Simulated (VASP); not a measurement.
Runs of VASP 6.6.1 on Hf. The structure is that of space group Pm-3m (No. 221), or close to it. The cells are those of the table. The cell was built from a structure type or drawn by symmetry, and may not be a known phase.

```tsv
task	cell	k mesh	cutoff (eV)	gap on the mesh (eV)	pressure (GPa)	relaxed volume (Å³/atom)
single point	a = 4.272 Å, 3 atoms	12 × 12 × 12	520	none	-0.3	-
relaxation of cell and atoms	relaxed from a = 4.194 Å, 3 atoms	4 × 4 × 4	600	none	0.0	25.99
single point	a = 4.279 Å, 3 atoms	4 × 4 × 4	520	none	(a)	-
relaxation of cell and atoms	relaxed from a = 4.279 Å, 3 atoms	12 × 12 × 12	600	none	0.0	25.89
single point	a = 4.194 Å, 3 atoms	4 × 4 × 4	520	none	(b)	-
```

Alike in all rows: level PBE; potentials or basis VASP PAW PBE potentials, release 64 (Hf_pv); no spin polarisation; smearing gaussian 0.1 eV.

Problem. Estimate the missing entries.

Solution. (a) -0.4; (b) 4.2.

Caveats: some runs use coarse meshes; spin-orbit coupling is left out, which moves the levels of the heavy elements.

A k mesh can miss the band edges, and the runs leave out spin-orbit coupling on Hf.

A gap of «none» marks levels without a gap at the run's occupations.
